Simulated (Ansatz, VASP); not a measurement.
## Two plane-wave programs on Ag

File INCAR:

```
ALGO = Normal
EDIFF = 1E-6
EDIFFG = -0.001
ENCUT = 600
IBRION = 2
ISIF = 3
ISMEAR = -1
LASPH = True
LCHARG = False
LREAL = False
LWAVE = False
NELM = 80
NSW = 80
PREC = Accurate
SIGMA = 0.15
```

KPOINTS

```
k-points
0
Gamma
  16 16 16
```

Contents of POSCAR:

```
Ag
1.0
    0.0000000000      2.0009086904      2.0009086904
    2.0009086904      0.0000000000      2.0009086904
    2.0009086904      2.0009086904      0.0000000000
Ag
1
Direct
    0.0000000000      0.0000000000      0.0000000000
```

Input for Ansatz:

```yaml
crystal:
  lattice:
    - [0.0, 2.0009086906, 2.0009086906]
    - [2.0009086906, 0.0, 2.0009086906]
    - [2.0009086906, 2.0009086906, 0.0]
  atoms:
    - { symbol: Ag, position: [0.0, 0.0, 0.0] }
basis:
  ecutwfc: 420
kpoints:
  mp_grid: { grid: [16, 16, 16] }
hamiltonian:
  xc: lda
  pseudopotentials: { kind: paw, azcp: { folder: soft_1 } }
scf:
  occupations: { method: fermi_dirac, width: 0.15 }
output:
  forces: true
  stress: true
  eigenvalues: true
  write_density: true
  write_potential: true
  elf: true
  volumetric_format: npy
relax:
  adjacent_minimum: "off"
  f_tol: 0.001
  max_steps: 60
  cell: { stress_tol: 0.01 }
```

Alike in both runs: task relaxation of cell and atoms; functional LDA; k mesh 16 × 16 × 16; occupations fermi-dirac, width 0.15 eV; no spin polarisation.

|  | VASP | Ansatz |
| --- | --- | --- |
| version | VASP 6.6.1 | Ansatz 0.2.0 |
| potentials or method | VASP PAW LDA potentials, release 64 (Ag), cutoff 600 eV | scalar-relativistic, plane waves, PAW |
| valence electrons in the cell | 11 | 19 |

Ansatz gave:

```
gap on the k mesh at the Fermi level, each at its own relaxed structure (eV) : none
relaxed volume (Å³/atom)                                                     : 16.03
relaxed cell length with the largest relative difference (Å)                 : 2.830
```

Task: Which values does VASP return?

Result: gap on the k mesh at the Fermi level, each at its own relaxed structure (eV): none; relaxed volume (Å³/atom): 16.04; relaxed cell length with the largest relative difference (Å): 2.831.

Ansatz warns that its potentials were made for another functional, while VASP's fit it. LDA's correlation is that of Perdew and Zunger in VASP and of Perdew and Wang (1992) in Ansatz. A gap of «none» marks a metal or a gap that the smearing closes. VASP's potentials hold 11 valence electrons a cell and Ansatz's 19, so a difference there can come from the potentials and not from the codes.
